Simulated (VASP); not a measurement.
Al6N6O (a cell with a defect), 13 atoms in the cell. The cell holds a defect, 13 atoms: a = 5.421 Å, b = 5.421 Å, c = 5.913 Å, α = 62.72°, β = 62.72°, γ = 60.00°. 

* Program: VASP 6.6.1
* Task: single point
* Functional: PBE
* Potentials or basis: VASP PAW PBE potentials, release 64 (Al, N, O)
* Cutoff: 520 eV
* k mesh: 6 × 6 × 4
* Occupations: gaussian, width 0.05 eV
* Spin: no spin polarisation
* Dipole correction: no
* Charge: -2
* Further INCAR settings: ALGO = Normal; EDIFF = 1e-06; NBANDS = 39; NELECT = 56.0

Potentials or basis: VASP PAW PBE potentials, release 64 (Al, N, O).

Launch:

```console
$ cat potpaw_PBE.64/Al/POTCAR potpaw_PBE.64/N/POTCAR potpaw_PBE.64/O/POTCAR > POTCAR
$ mpirun -np 1 vasp_std > vasp.out
```

Hardware: 1 thread of Oxide Virtual Turin-like Processor, with other jobs on the host.

Problem. How long does it take, and how much memory?

Solution. Run time: 12 min on 1 thread of Oxide Virtual Turin-like Processor, with other jobs on the host, peak memory 0.42 GiB. Counts: scf iterations 16, k points 76.
